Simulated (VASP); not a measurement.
# Bi (R-3m) in VASP: settings compared

The runs below take Bi through single point, relaxation of cell and atoms, with r2SCAN, r2SCAN+rVV10, PBE.

Everything below comes from runs of VASP 6.6.1. Logs are shortened: lines on timing, memory, paths and dates and some standing lists are left out, and cuts for length are marked.

### 1 The cell of the first run

The structure is trigonal, space group R-3m (No. 166). The conventional cell has a = 4.522 Å, b = 4.522 Å, c = 12.065 Å, α = 90.00°, β = 90.00°, γ = 120.00°. Within 4.0 Å of Bi (site symmetry 3m) lie 6 Bi at 3.06 to 3.56 Å.

### 2 Single point, r2SCAN

File POSCAR:

```
Bi
1.0
    2.2611931464      1.3055004718      4.0217690962
   -2.2611931464      1.3055004718      4.0217690962
    0.0000000000     -2.6110009436      4.0217690962
Bi
2
Direct
    0.2327530106      0.2327530106      0.2327530106
    0.7672469894      0.7672469894      0.7672469894
```

File INCAR.step1:

```
SYSTEM = Bi
  PREC = Accurate
  ENCUT = 520
  ISMEAR = -1
  SIGMA = 0.02
  LREAL = .False.
  LASPH = .True.
  NELM = 100
  NBANDS = 22
  GGA = PE
  ALGO = Normal
  EDIFF = 1E-4
  LWAVE = .True.
  LCHARG = .False.
```

File INCAR.step2:

```
SYSTEM = Bi
  PREC = Accurate
  ENCUT = 520
  EDIFF = 1E-7
  ISMEAR = -1
  SIGMA = 0.02
  LREAL = .False.
  LASPH = .True.
  NELM = 100
  ALGO = Normal
  ISIF = 2
  LWAVE = .False.
  LCHARG = .False.
  METAGGA = R2SCAN
  LMIXTAU = .True.
  NBANDS = 22
  ISTART = 1
```

File KPOINTS:

```
Automatic mesh
0
Gamma
  8 8 8
  0 0 0
```

Potentials or basis: VASP PAW PBE potentials, release 64 (Bi_d).

Started as:

```console
$ cat potpaw_PBE.64/Bi_d/POTCAR > POTCAR
$ cp INCAR.step1 INCAR
$ mpirun -np 1 vasp_std > vasp.out
$ cp INCAR.step2 INCAR
$ mpirun -np 1 vasp_std > vasp.out
```

OUTCAR:

```text
SYSTEM = Bi
   PREC = Accurate
   ENCUT = 520
   EDIFF = 1E-7
   ISMEAR = -1
   LREAL = .False.
   LASPH = .True.
   NELM = 100
   ISIF = 2
   METAGGA = R2SCAN
   ISTART = 1

 ion  position               nearest neighbor table
   1  0.233  0.233  0.233-   2 3.06   2 3.06   2 3.06   2 3.56   2 3.56   2 3.56
   2  0.767  0.767  0.767-   1 3.06   1 3.06   1 3.06   1 3.56   1 3.56   1 3.56

  LATTYP: Found a trigonal (rhomboedric) cell.
 ALAT       =     4.7949924495
 COS(alpha) =     0.5552361701

  Lattice vectors:

 A1 = (   2.2611931464,   1.3055004718,   4.0217690962)
 A2 = (  -2.2611931464,   1.3055004718,   4.0217690962)
 A3 = (   0.0000000000,  -2.6110009436,   4.0217690962)

Analysis of symmetry for initial positions (statically):
=====================================================================
 Subroutine PRICEL returns:
 Original cell was already a primitive cell.

 Routine SETGRP: Setting up the symmetry group for a
 trigonal (rhombohedral) supercell.

 Subroutine GETGRP returns: Found 12 space group operations
 (whereof 12 operations were pure point group operations)
 out of a pool of 12 trial point group operations.

The static configuration has the point symmetry D_3d.

Analysis of symmetry for dynamics (positions and initial velocities):
=====================================================================
 Subroutine PRICEL returns:
 Original cell was already a primitive cell.

 Routine SETGRP: Setting up the symmetry group for a
 trigonal (rhombohedral) supercell.

 Subroutine GETGRP returns: Found 12 space group operations
 (whereof 12 operations were pure point group operations)
 out of a pool of 12 trial point group operations.

The dynamic configuration has the point symmetry D_3d.

 Subroutine INISYM returns: Found 12 space group operations
 (whereof 12 operations are pure point group operations),
 and found     1 'primitive' translations

----------------------------------------------------------------------------------------

                                     Primitive cell

  volume of cell :      71.2333

  direct lattice vectors                    reciprocal lattice vectors
     2.261193146  1.305500472  4.021769096     0.221122199  0.127664961  0.082882265
    -2.261193146  1.305500472  4.021769096    -0.221122199  0.127664961  0.082882265
     0.000000000 -2.611000944  4.021769096     0.000000000 -0.255329922  0.082882265

  length of vectors
     4.794992449  4.794992449  4.794992449     0.268445225  0.268445225  0.268445225

  position of ions in fractional coordinates (direct lattice)
     0.232753011  0.232753011  0.232753011
     0.767246989  0.767246989  0.767246989

  ion indices of the primitive-cell ions
   primitive index   ion index
                 1           1
                 2           2

----------------------------------------------------------------------------------------

 KPOINTS: Automatic mesh

Automatic generation of k-mesh.
 Grid dimensions read from file:
 generate k-points for:    8    8    8

 Generating k-lattice:

  Cartesian coordinates                     Fractional coordinates (reciprocal lattice)
     0.027640275  0.015958120  0.010360283     0.125000000  0.000000000  0.000000000
    -0.027640275  0.015958120  0.010360283     0.000000000  0.125000000  0.000000000
     0.000000000 -0.031916240  0.010360283     0.000000000  0.000000000  0.125000000

  Length of vectors
     0.033555653  0.033555653  0.033555653

  Shift w.r.t. Gamma in fractional coordinates (k-lattice)
     0.000000000  0.000000000  0.000000000

 Subroutine IBZKPT returns following result:
 ===========================================

 Found     65 irreducible k-points:

 Following reciprocal coordinates:
            Coordinates               Weight
  0.000000  0.000000  0.000000      1.000000
  0.125000 -0.000000  0.000000      6.000000
  0.250000 -0.000000  0.000000      6.000000
  0.375000 -0.000000  0.000000      6.000000
  0.500000 -0.000000  0.000000      3.000000
  0.125000  0.125000  0.000000      6.000000
[... 16 lines left out ...]
  0.250000  0.125000  0.125000      6.000000
  0.375000  0.125000  0.125000      6.000000
 [... further k-points ...]
   k-points           NKPTS =     65   k-points in BZ     NKDIM =     65   number of bands    NBANDS=     22
   number of dos      NEDOS =    301   number of ions     NIONS =      2
   total plane-waves  NPLWV =  46656
   dimension x,y,z NGX =    36 NGY =   36 NGZ =   36
   dimension x,y,z NGXF=    72 NGYF=   72 NGZF=   72
   ions per type =               2
   NGX,Y,Z   is equivalent  to a cutoff of  12.48, 12.48, 12.48 a.u.
   NGXF,Y,Z  is equivalent  to a cutoff of  24.96, 24.96, 24.96 a.u.
 SYSTEM =  Bi
   PREC   = accura    normal or accurate (medium, high low for compatibility)
   ISTART =      1    job   : 0-new  1-cont  2-samecut
   ICHARG =      0    charge: 1-file 2-atom 10-const
   ISPIN  =      1    spin polarized calculation?
[... 61 lines left out ...]
      1     -17.5129      2.00000
      2     -17.5129      2.00000
      3     -17.3485      2.00000
      4     -17.3485      2.00000
      5     -17.3266      2.00000
      6     -17.1440      2.00000
[... 14 lines left out ...]
     21      12.4402      0.00000
     22      12.8037      0.00000

 k-point     2 :       0.1250   -0.0000    0.0000
  band No.  band energies     occupation
      1     -17.5018      2.00000
      2     -17.4976      2.00000
      3     -17.3436      2.00000
      4     -17.3389      2.00000
      5     -17.3186      2.00000
      6     -17.1521      2.00000
[... 14 lines left out ...]
     21      12.5910      0.00000
     22      13.9433      0.00000

 k-point     3 :       0.2500   -0.0000    0.0000
  band No.  band energies     occupation
      1     -17.4722      2.00000
      2     -17.4539      2.00000
      3     -17.3326      2.00000
      4     -17.3122      2.00000
      5     -17.2941      2.00000
      6     -17.1794      2.00000
[... 14 lines left out ...]
     21      13.3583      0.00000
     22      16.0976      0.00000

 k-point     4 :       0.3750   -0.0000    0.0000
  band No.  band energies     occupation
      1     -17.4365      2.00000
      2     -17.3897      2.00000
      3     -17.3217      2.00000
      4     -17.2754      2.00000
      5     -17.2610      2.00000
      6     -17.2211      2.00000
[... 14 lines left out ...]
     21      14.7283      0.00000
     22      16.4257      0.00000

 k-point     5 :       0.5000   -0.0000    0.0000
  band No.  band energies     occupation
      1     -17.4189      2.00000
      2     -17.3362      2.00000
      3     -17.3163      2.00000
      4     -17.2840      2.00000
      5     -17.2432      2.00000
      6     -17.2278      2.00000
[... 14 lines left out ...]
     21      15.8768      0.00000
     22      16.0329      0.00000

 k-point     6 :       0.1250    0.1250    0.0000
  band No.  band energies     occupation
      1     -17.5109      2.00000
      2     -17.4828      2.00000
      3     -17.3472      2.00000
      4     -17.3345      2.00000
      5     -17.3158      2.00000
      6     -17.1549      2.00000
[... 14 lines left out ...]
     21      13.0373      0.00000
     22      13.4609      0.00000

 k-point     7 :       0.2500    0.1250    0.0000
  band No.  band energies     occupation
      1     -17.4960      2.00000
      2     -17.4455      2.00000
      3     -17.3387      2.00000
      4     -17.3202      2.00000
      5     -17.2954      2.00000
      6     -17.1767      2.00000
[... 324 lines left out ...]
      6     -17.2239      2.00000
[... 14 lines left out ...]
     21      15.3881      0.00000
     22      17.2242      0.00000

 k-point    21 :       0.5000    0.5000    0.0000
  band No.  band energies     occupation
      1     -17.4982      2.00000
      2     -17.3576      2.00000
      3     -17.3512      2.00000
      4     -17.2401      2.00000
      5     -17.2353      2.00000
      6     -17.2280      2.00000
[... 14 lines left out ...]
     21      16.3459      0.00000
     22      16.4999      0.00000

 k-point    22 :       0.1250    0.1250    0.1250
  band No.  band energies     occupation
      1     -17.5025      2.00000
      2     -17.5025      2.00000
      3     -17.3441      2.00000
      4     -17.3441      2.00000
      5     -17.3222      2.00000
      6     -17.1479      2.00000
[... 14 lines left out ...]
     21      12.6416      0.00000
     22      13.6557      0.00000

 k-point    23 :       0.2500    0.1250    0.1250
  band No.  band energies     occupation
      1     -17.4932      2.00000
      2     -17.4754      2.00000
      3     -17.3351      2.00000
      4     -17.3342      2.00000
      5     -17.3127      2.00000
      6     -17.1569      2.00000
[... 14 lines left out ...]
     21      12.9865      0.00000
     22      14.1745      0.00000

 k-point    24 :       0.3750    0.1250    0.1250
  band No.  band energies     occupation
      1     -17.4560      2.00000
      2     -17.4408      2.00000
      3     -17.3203      2.00000
      4     -17.3104      2.00000
      5     -17.2919      2.00000
      6     -17.1800      2.00000
[... 14 lines left out ...]
     21      13.9342      0.00000
     22      15.6289      0.00000

 [... further k-points ...]
[... 5 lines left out ...]
  --------------------------------------------------------------------------------------
  -------------------------------------------------------------------------------------
  Total        0.3956879      0.3956879      0.4305058      0.0000000      0.0000000      0.0000000
  in kB        8.8998004      8.8998004      9.6829247      0.0000000      0.0000000      0.0000000
  external PRESSURE =       9.1608418 kB  Pullay stress =       0.0000000 kB

 VOLUME and BASIS-vectors are now :
 -----------------------------------------------------------------------------
  energy-cutoff  :      520.00
  volume of cell :       71.23
      direct lattice vectors                 reciprocal lattice vectors
     2.261193146  1.305500472  4.021769096     0.221122199  0.127664961  0.082882265
    -2.261193146  1.305500472  4.021769096    -0.221122199  0.127664961  0.082882265
     0.000000000 -2.611000944  4.021769096     0.000000000 -0.255329922  0.082882265

 POSITION                                       TOTAL-FORCE (eV/Angst)
 -----------------------------------------------------------------------------------
      0.00000      0.00000      2.80824         0.000000      0.000000      0.047131
      0.00000      0.00000      9.25707         0.000000     -0.000000     -0.047131
 -----------------------------------------------------------------------------------
    total drift:                                0.000000     -0.000000     -0.000000

  FREE ENERGIE OF THE ION-ELECTRON SYSTEM (eV)
  ---------------------------------------------------
  free  energy   TOTEN  =      -117.0049605413 eV

  energy  without entropy=     -117.0044285640  energy(sigma->0) =     -117.00469455
```

Wall time 11 min (1 thread of Intel Xeon 8259CL, shared host); peak memory 0.26 GiB.

What came out:

```
Free energy            : -117.0050 eV
Pressure               : 0.9 GPa
Largest force          : 0.047 eV/Å
Band gap on the k mesh : zero (bands 15 and 16 overlap by 0.12 eV)
```

Forces on the atoms (eV/Å):
```
Bi   0.000  0.000  0.047
Bi   0.000  0.000 -0.047
```

Caveat: the PAW data sets were made with another functional, which shifts forces and pressure a little; spin-orbit coupling is left out, which moves the levels of the heavy elements.

### 3 Relaxation of cell and atoms, r2SCAN+rVV10

This run uses another cell than the first one, of 34.87 Å³/atom.

File POSCAR:

```
Bi
1.0
    2.2631390234      1.3066239244      3.9308538311
   -2.2631390234      1.3066239244      3.9308538311
    0.0000000000     -2.6132478488      3.9308538311
Bi
2
Direct
    0.2353105711      0.2353105711      0.2353105711
    0.7646894289      0.7646894289      0.7646894289
```

File INCAR.step1:

```
SYSTEM = Bi
PREC = Accurate
ENCUT = 600
ISMEAR = -1
SIGMA = 0.02
LREAL = .False.
LASPH = .True.
NELM = 100
GGA = PE
ALGO = Normal
EDIFF = 1E-4
LWAVE = .True.
LCHARG = .False.
```

File INCAR.step2:

```
SYSTEM = Bi
PREC = Accurate
ENCUT = 600
EDIFF = 1E-7
ISMEAR = -1
SIGMA = 0.02
LREAL = .False.
LASPH = .True.
NELM = 100
ALGO = Normal
ISIF = 3
LWAVE = .False.
LCHARG = .False.
METAGGA = R2SCAN
LMIXTAU = .True.
LUSE_VDW = .True.
IVDW_NL = 2
BPARAM = 11.95
CPARAM = 0.0093
IBRION = 2
NSW = 80
EDIFFG = -0.005
ISTART = 1
```

File KPOINTS:

```
Automatic mesh
0
Gamma
  6 6 6
  0 0 0
```

Potentials or basis: VASP PAW PBE potentials, release 64 (Bi_d).

Started as:

```console
$ cat potpaw_PBE.64/Bi_d/POTCAR > POTCAR
$ cp INCAR.step1 INCAR
$ mpirun -np 1 vasp_std > vasp.out
$ cp INCAR.step2 INCAR
$ mpirun -np 1 vasp_std > vasp.out
```

Run time: 76 min. Hardware: 1 thread of Intel Xeon 8259CL, shared host; peak memory 0.52 GiB.

The run converged. Its results:

| Quantity | Value |
| --- | --- |
| Free energy | -116.2106 eV |
| Relaxed volume | 35.74 Å³/atom |
| Relaxed cell | a = 4.803 Å, b = 4.803 Å, c = 4.803 Å, α = 56.22°, β = 56.22°, γ = 56.22° |
| Space group after relaxing (to 0.1 Å) | R-3m (No. 166) |
| Energy gained by relaxing | 4.0 meV/atom |
| Ionic steps | 12 |
| Pressure after relaxing | 0.0 GPa |
| Largest force after relaxing | 0.005 eV/Å |

Forces in eV/Å, atoms in the order of the input:
```
Bi   0.000  0.000  0.005
Bi   0.000  0.000 -0.005
```

The path:
```tsv
step	energy change (eV)	largest force (eV/Å)	pressure (GPa)	volume (Å³)
1	0.0000	0.1515	0.47	69.74
2	-0.0035	0.1498	-0.13	70.78
3	-0.0039	0.1494	-0.38	71.24
4	-0.0064	0.0733	-0.20	71.27
5	-0.0074	0.0152	0.02	71.30
6	-0.0074	0.0237	0.04	71.30
7	-0.0077	0.0172	0.01	71.38
8	-0.0079	0.0025	-0.04	71.54
9	-0.0079	0.0017	-0.04	71.54
10	-0.0079	0.0069	0.03	71.44
11	-0.0079	0.0052	0.01	71.48
12	-0.0079	0.0048	0.00	71.49
```

Final structure:
```
Bi
1.0
     2.26302    1.30655    4.02956
    -2.26302    1.30655    4.02956
     0.00000   -2.61311    4.02956
Bi
2
Direct
  0.23268 0.23268 0.23268
  0.76732 0.76732 0.76732
```

Levels at points of the mesh, in eV from the Fermi level:
```tsv
k point	band 13	band 14	band 15	band 16	band 17	band 18
(0.00, 0.00, 0.00)	-1.59	-1.18	-1.18	2.58	3.13	3.13
(0.50, 0.00, 0.00)	-1.52	-1.29	-0.20	-0.01	0.74	1.33
(0.50, 0.50, 0.00)	-4.71	-3.08	-2.89	2.64	5.17	5.87
(0.50, 0.50, 0.50)	-0.68	-0.59	-0.59	0.96	0.96	1.06
```

Caveat: the PAW data sets were made with another functional, which shifts forces and pressure a little; spin-orbit coupling is left out, which moves the levels of the heavy elements. Zero-point motion and thermal expansion aren't in these numbers.

### 4 Single point, PBE

File INCAR:

```
ALGO = Normal
EDIFF = 1E-7
ENCUT = 520
GGA = PE
ISIF = 2
ISMEAR = -1
LASPH = T
LCHARG = F
LREAL = F
LWAVE = F
NBANDS = 22
NELM = 60
PREC = Accurate
SIGMA = 0.02
```

File KPOINTS:

```
k-points
0
Gamma
  8 8 8
```

File POSCAR:

```
Bi
1.0
    2.2611931416      1.3055004690      4.0217690833
   -2.2611931416      1.3055004690      4.0217690833
    0.0000000000     -2.6110009380      4.0217690834
Bi
2
Direct
    0.2327530117      0.2327530117      0.2327530117
    0.7672469883      0.7672469883      0.7672469883
```

Started as:

```console
$ cat potpaw_PBE.64/Bi_d/POTCAR > POTCAR
$ mpirun -np 1 vasp_std > vasp.out
```

Wall time 1.7 min (1 thread of Intel Xeon 8259CL, shared host); peak memory 0.24 GiB.

Results (log left out):

```
Free energy            : -7.7661 eV
Pressure               : 1.8 GPa
Largest force          : 0.226 eV/Å
Band gap on the k mesh : zero (bands 15 and 16 overlap by 0.18 eV)
```

Forces on the atoms (eV/Å):
```
Bi   0.000  0.000  0.226
Bi   0.000  0.000 -0.226
```

Stress tensor (GPa, compression positive):
```
1.92 0.00 0.00
0.00 1.92 0.00
0.00 0.00 1.50
```

Levels at points of the mesh, in eV from the Fermi level:
| k point | band 11 | band 12 | band 13 | band 14 | band 15 | band 16 | band 17 | band 18 | band 19 | band 20 |
| --- | --- | --- | --- | --- | --- | --- | --- | --- | --- | --- |
| (0.00, 0.00, 0.00) | -13.04 | -7.49 | -1.54 | -1.13 | -1.13 | 2.39 | 2.93 | 2.93 | 5.70 | 5.92 |
| (0.50, 0.00, 0.00) | -11.15 | -10.44 | -1.48 | -1.23 | -0.28 | -0.21 | 0.56 | 1.17 | 7.31 | 8.29 |
| (0.50, 0.50, 0.00) | -11.24 | -9.46 | -4.59 | -2.99 | -2.80 | 2.34 | 4.87 | 5.48 | 6.64 | 9.22 |
| (0.50, 0.50, 0.50) | -11.93 | -9.80 | -0.88 | -0.57 | -0.57 | 0.84 | 0.84 | 0.89 | 6.83 | 9.06 |

Caveat: spin-orbit coupling is left out, which moves the levels of the heavy elements.

### 5 Single point, r2SCAN

POSCAR is that of step 4.

File INCAR.step1:

```
SYSTEM = Bi
PREC = Accurate ; ENCUT = 520
ISMEAR = -1 ; SIGMA = 0.02
LREAL = .False. ; LASPH = .True.
NELM = 80 ; NBANDS = 22
GGA = PE ; ALGO = Normal
EDIFF = 1E-4 ; LWAVE = .True.
LCHARG = .False.
```

File INCAR.step2:

```
SYSTEM = Bi
PREC = Accurate ; ENCUT = 520
EDIFF = 1E-6 ; ISMEAR = -1
SIGMA = 0.02 ; LREAL = .False.
LASPH = .True. ; NELM = 80
ALGO = Normal ; ISIF = 2
LWAVE = .False. ; LCHARG = .False.
METAGGA = R2SCAN ; LMIXTAU = .True.
NBANDS = 22 ; ISTART = 1
```

File KPOINTS:

```
Automatic mesh
0
Gamma
  8 8 8
  0 0 0
```

Started as:

```console
$ cat potpaw_PBE.64/Bi_d/POTCAR > POTCAR
$ cp INCAR.step1 INCAR
$ mpirun -np 1 vasp_std > vasp.out
$ cp INCAR.step2 INCAR
$ mpirun -np 1 vasp_std > vasp.out
```

Run time: 6 min. Hardware: 1 thread of Intel Xeon 8259CL, shared host; peak memory 0.26 GiB.

It converged, with:

- Free energy: -117.0050 eV
- Pressure: 0.9 GPa
- Largest force: 0.047 eV/Å
- Band gap on the k mesh: zero (bands 15 and 16 overlap by 0.12 eV)

Forces on the atoms (eV/Å):
```
Bi   0.000  0.000  0.047
Bi   0.000  0.000 -0.047
```

Stress tensor (GPa, compression positive):
```
0.89 0.00 0.00
0.00 0.89 0.00
0.00 0.00 0.97
```

Levels at points of the mesh, in eV from the Fermi level:
| k point | band 11 | band 12 | band 13 | band 14 | band 15 | band 16 | band 17 | band 18 | band 19 | band 20 |
| --- | --- | --- | --- | --- | --- | --- | --- | --- | --- | --- |
| (0.00, 0.00, 0.00) | -13.68 | -7.70 | -1.73 | -1.33 | -1.33 | 2.45 | 3.00 | 3.00 | 6.09 | 6.29 |
| (0.50, 0.00, 0.00) | -11.67 | -10.91 | -1.65 | -1.44 | -0.32 | -0.13 | 0.62 | 1.20 | 7.80 | 8.71 |
| (0.50, 0.50, 0.00) | -11.76 | -9.85 | -4.85 | -3.22 | -3.04 | 2.54 | 5.05 | 5.76 | 6.94 | 9.90 |
| (0.50, 0.50, 0.50) | -12.51 | -10.21 | -0.81 | -0.73 | -0.73 | 0.82 | 0.82 | 0.93 | 7.30 | 9.57 |

Caveat: the PAW data sets were made with another functional, which shifts forces and pressure a little; spin-orbit coupling is left out, which moves the levels of the heavy elements.

### 6 Summary

| task | level | cell | k mesh | cutoff (eV) | gap on the mesh (eV) | pressure (GPa) | largest force (eV/Å) |
| --- | --- | --- | --- | --- | --- | --- | --- |
| single point | r2SCAN | a = 4.795 Å, angles 56.3°, 2 atoms, atomic positions A | 8 × 8 × 8 | 520 | none | 0.9 | 0.05 |
| relaxation of cell and atoms | r2SCAN+rVV10 | relaxed from a = 4.720 Å, angles 57.3°, 2 atoms, atomic positions B | 6 × 6 × 6 | 600 | - | 0.0 | - |
| single point | PBE | a = 4.795 Å, angles 56.3°, 2 atoms, atomic positions A | 8 × 8 × 8 | 520 | none | 1.8 | 0.23 |

Alike in all rows: potentials or basis VASP PAW PBE potentials, release 64 (Bi_d); no spin polarisation; smearing fermi-dirac 0.02 eV.

Caveats: spin-orbit coupling is left out, which moves the levels of the heavy elements; the PAW data sets were made with another functional, which shifts forces and pressure a little (at least some runs).

Absolute energies hang on the potentials; compare differences alone.
